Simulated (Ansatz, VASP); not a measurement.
# One calculation of KI, two programs

The input POSCAR:

```
KI
1.0
    0.0000000000      3.8865763189      3.8865763189
    3.8865763189      0.0000000000      3.8865763189
    3.8865763189      3.8865763189      0.0000000000
K I
1 1
Direct
    0.0000000000      0.0000000000      0.0000000000
    0.2500000000      0.2500000000      0.2500000000
```

The input INCAR.step1:

```
SYSTEM = KI
  PREC = Accurate
  ENCUT = 520
  ISMEAR = 0
  SIGMA = 0.01
  LREAL = .FALSE.
  LASPH = .TRUE.
  NELM = 80
  NBANDS = 15
  GGA = PE
  ALGO = Normal
  EDIFF = 1E-4
  LWAVE = .TRUE.
  LCHARG = .FALSE.
```

Contents of INCAR.step2:

```
SYSTEM = KI
  PREC = Accurate
  ENCUT = 520
  EDIFF = 1E-7
  ISMEAR = 0
  SIGMA = 0.01
  LREAL = .FALSE.
  LASPH = .TRUE.
  NELM = 80
  ALGO = Normal
  ISIF = 2
  LWAVE = .FALSE.
  LCHARG = .TRUE.
  METAGGA = R2SCAN
  LMIXTAU = .TRUE.
  LELF = .TRUE.
  LVHAR = .TRUE.
  NBANDS = 15
  ISTART = 1
```

The input KPOINTS:

```
regular mesh
0
G
  6 6 6
  0 0 0
```

Input for Ansatz:

```yaml
crystal:
  lattice:
    - [0.0, 3.8865763189, 3.8865763189]
    - [3.8865763189, 0.0, 3.8865763189]
    - [3.8865763189, 3.8865763189, 0.0]
  atoms:
    - { symbol: K, position: [0.0, 0.0, 0.0] }
    - { symbol: I, position: [0.25, 0.25, 0.25] }
kpoints:
  mp_grid: { grid: [6, 6, 6] }
  band_path:
    path:
      - [0.0, 0.0, 0.0]
      - [-0.5, -0.5, 0.0]
      - [-0.375, -0.375, 0.25]
      - [-0.375, 0.0, 0.375]
      - [0.0, 0.0, 0.5]
      - [-0.5, -0.25, 0.25]
      - [0.0, 0.166667, -0.166667]
    npoints: 1
hamiltonian:
  xc: r2scan
scf:
  occupations: { method: fixed }
  n_extra_bands: 4
output:
  forces: true
  stress: true
  eigenvalues: true
```

Change from the starting cell: hydrostatic strain -2.0%.

Alike in both runs: task single point; functional r2SCAN; k mesh 6 × 6 × 6; no spin polarisation.

|  | VASP | Ansatz |
| --- | --- | --- |
| version | VASP 6.6.1 | Ansatz 0.2.0 |
| potentials or method | VASP PAW PBE potentials, release 64 (K_sv, I) | plane waves, PAW |
| plane-wave cutoff (eV) | 520 | 500 |
| occupations | gaussian, width 0.01 eV | fixed |
| valence electrons in the cell | 16 | 26 |

```csv
,VASP,Ansatz,Ansatz less VASP
gap on the k mesh at the Fermi level (eV),4.55,4.56,+0.005
pressure (GPa),0.6,0.5,0.00
```

VASP's potentials were made for PBE, not for r2SCAN. VASP's potentials hold 16 valence electrons a cell and Ansatz's 26, so a difference there can come from the potentials and not from the codes.

Neither program's run includes spin-orbit coupling.
